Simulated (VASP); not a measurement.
Set up this calculation in VASP 6.6.1, as the native input.

- Task: single point
- Functional: r2SCAN
- Potentials or basis: VASP PAW PBE potentials, release 64 (Ge_d)
- Cutoff: 520 eV
- k mesh: 15 × 15 × 15
- Occupations: fermi-dirac, width 0.1 eV
- Spin: no spin polarisation
- Dipole correction: no
- Further INCAR settings: ALGO = Normal; EDIFF = 1e-06; NBANDS = 13

Ge:

```
Ge
1.0
    -1.65121    1.65121    1.65121
     1.65121   -1.65121    1.65121
     1.65121    1.65121   -1.65121
Ge
1
Cartesian
  0.0000 0.0000 0.0000
```

This cell differs from its parent crystal: volume scaled by 0.96.

The input as run:

POSCAR

```
Ge
1.0
   -1.6512085431      1.6512085431      1.6512085431
    1.6512085431     -1.6512085431      1.6512085431
    1.6512085431      1.6512085431     -1.6512085431
Ge
1
Direct
    0.0000000000      0.0000000000      0.0000000000
```

INCAR.step1

```
SYSTEM = Ge
ALGO = Normal
EDIFF = 1E-4
ENCUT = 520
GGA = PE
ISMEAR = -1
LASPH = .True.
LCHARG = .False.
LREAL = .False.
LWAVE = .True.
NBANDS = 13
NELM = 80
PREC = Accurate
SIGMA = 0.1
```

INCAR.step2

```
SYSTEM = Ge
ALGO = Normal
EDIFF = 1E-6
ENCUT = 520
ISIF = 2
ISMEAR = -1
ISTART = 1
LASPH = .True.
LCHARG = .False.
LMIXTAU = .True.
LREAL = .False.
LWAVE = .False.
METAGGA = R2SCAN
NBANDS = 13
NELM = 80
PREC = Accurate
SIGMA = 0.1
```

KPOINTS

```
k-points
0
Gamma
  15 15 15
  0 0 0
```

Potentials or basis: VASP PAW PBE potentials, release 64 (Ge_d).

The run is started by

```bash
$ cat potpaw_PBE.64/Ge_d/POTCAR > POTCAR
$ cp INCAR.step1 INCAR
$ mpirun -np 1 vasp_std > vasp.out
$ cp INCAR.step2 INCAR
$ mpirun -np 1 vasp_std > vasp.out
```

Results of the run:

```json
{"Pressure": "2.3 GPa", "Band gap on the k mesh": "zero (band 7 reaches 17.37 eV, above the bottom of band 8 at 3.79 eV)"}
```

Caveat: the PAW data sets were made with another functional, which shifts forces and pressure a little.

It took 77 s on 1 thread of Intel(R) Xeon(R) Platinum 8488C (Sapphire Rapids), on a shared host, peak memory 0.16 GiB.
